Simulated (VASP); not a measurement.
Input of a VASP 6.6.1 run:

Contents of INCAR:

```
SYSTEM = PdPt2Se3
PREC = Accurate
ENCUT = 520
EDIFF = 1E-6
ISMEAR = 0
SIGMA = 0.1
LREAL = .False.
LASPH = .True.
NELM = 80
ALGO = Normal
ISIF = 2
LWAVE = .False.
LCHARG = .True.
GGA = PE
LELF = .True.
LVHAR = .True.
NBANDS = 33
```

The input KPOINTS:

```
regular mesh
0
Gamma
  6 6 10
  0 0 0
```

File POSCAR:

```
PdPt2Se3
1.0
    6.4964884821      0.0000000000      0.0000000000
   -3.2482442411      5.6261240609      0.0000000000
    0.0000000000      0.0000000000      3.5830711373
Pd Pt Se
1 2 3
Direct
    0.0000000000      0.0000000000      0.5000000000
    0.3333333333      0.6666666667      0.5000000000
    0.6666666667      0.3333333333      0.5000000000
    0.0000000000      0.5000000000      0.0000000000
    0.5000000000      0.0000000000      0.0000000000
    0.5000000000      0.5000000000      0.0000000000
```

Potentials or basis: VASP PAW PBE potentials, release 64 (Pd, Pt, Se).

Run with:

```bash
$ cat potpaw_PBE.64/Pd/POTCAR potpaw_PBE.64/Pt/POTCAR potpaw_PBE.64/Se/POTCAR > POTCAR
$ mpirun -np 1 vasp_std > vasp.out
```

Problem. Estimate the band gap on the k mesh.

Solution. Zero (bands 24 and 25 overlap by 0.87 eV).

Problem. Predict the pressure.

Solution. 0.0 GPa.

Caveat: spin-orbit coupling is left out, which moves the levels of the heavy elements.
